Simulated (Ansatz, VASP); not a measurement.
One calculation of Au, two programs

```
Au
1.0
     2.89030    0.00000    0.00000
    -1.44515    2.50307    0.00000
     0.00000    0.00000    4.86368
Au
2
Direct
  0.33333 0.66667 0.75000
  0.66667 0.33333 0.25000
```

Change from the starting cell: volume scaled by 0.99.

Alike in both runs: task single point; functional PBEsol; k mesh 14 × 14 × 8; occupations fermi-dirac, width 0.03 eV; no spin polarisation.

|  | VASP | Ansatz |
| --- | --- | --- |
| version | VASP 6.6.1 | Ansatz 0.2.0 |
| potentials or method | VASP PAW PBE potentials, release 64 (Au), cutoff 520 eV | all-electron LAPW, scalar-relativistic |

```tsv
	VASP	Ansatz	Ansatz less VASP
pressure (GPa)	-5.3	-5.1	+0.21
traceless stress, the component that is largest in VASP (GPa)	-0.30	-0.28	+0.013
```

VASP's potentials were made for PBE, not for PBEsol. Ansatz ran all-electron here, and VASP with PAW potentials.

Spin-orbit coupling is off throughout.
